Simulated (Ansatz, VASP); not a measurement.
## One calculation of BaTiO3, two programs

File INCAR:

```
SYSTEM = BaTiO3
ALGO = Normal
EDIFF = 1E-6
ENCUT = 520
GGA = PE
ISIF = 2
ISMEAR = -1
LASPH = .True.
LCHARG = .False.
LREAL = .False.
LWAVE = .False.
NBANDS = 28
NELM = 80
PREC = Accurate
SIGMA = 0.05
```

The input KPOINTS:

```
k-points
0
Gamma
  6 6 6
  0 0 0
```

Contents of POSCAR:

```
BaTiO3
1.0
    3.8260800000      0.0000000000      0.0000000000
    0.0000000000      2.7234240000      2.8451500000
    0.0000000000     -2.7234240000      2.8451500000
Ba Ti O
1 1 3
Direct
    0.0000000000      0.0000000000      0.0000000000
    0.5000000000      0.5124000000      0.5124000000
    0.5000000000      0.9918400000      0.5052400000
    0.5000000000      0.5052400000      0.9918400000
    0.0000000000      0.4874000000      0.4874000000
```

File input.yaml:

```yaml
crystal:
  lattice:
    - [3.82608, 0.0, 0.0]
    - [0.0, 2.723424, 2.84515]
    - [0.0, -2.723424, 2.84515]
  atoms:
    - { symbol: Ba, position: [0.0, 0.0, 0.0] }
    - { symbol: Ti, position: [0.5, 0.5124, 0.5124] }
    - { symbol: O, position: [0.5, 0.99184, 0.50524] }
    - { symbol: O, position: [0.5, 0.50524, 0.99184] }
    - { symbol: O, position: [0.0, 0.4874, 0.4874] }
hamiltonian:
  xc: pbe
  pseudopotentials: { kind: paw }
kpoints:
  mp_grid: { grid: [6, 6, 6] }
scf:
  occupations: { method: fermi_dirac, width: 0.05 }
output:
  forces: true
  stress: true
  eigenvalues: true
```

Alike in both runs: task single point; functional PBE; k mesh 6 × 6 × 6; occupations fermi-dirac, width 0.05 eV; no spin polarisation.

|  | VASP | Ansatz |
| --- | --- | --- |
| version | VASP 6.6.1 | Ansatz 0.2.0 |
| potentials or method | VASP PAW PBE potentials, release 64 (Ba_sv, Ti_sv, O) | Ansatz PAW |
| plane-wave cutoff (eV) | 520 | 420 |
| valence electrons in the cell | 40 | 40 |

VASP gave:

- gap on the k mesh at the Fermi level (eV): 1.89
- least direct gap on the mesh (eV): 1.94
- pressure (GPa): 21.8
- traceless stress, the component that is largest in VASP (GPa): -8.08
- rms of the force components (eV/Å): 0.139

**Question.** Estimate Ansatz's values.

**Answer.** gap on the k mesh at the Fermi level (eV): 1.96; least direct gap on the mesh (eV): 1.97; pressure (GPa): 19.3; traceless stress, the component that is largest in VASP (GPa): -7.85; rms of the force components (eV/Å): 0.129.

Atom by atom the forces differ by 0.014 eV/Å (rms over components). The functional is the same, so the differences come from potentials, cutoffs and numerics.

Spin-orbit coupling is off throughout.
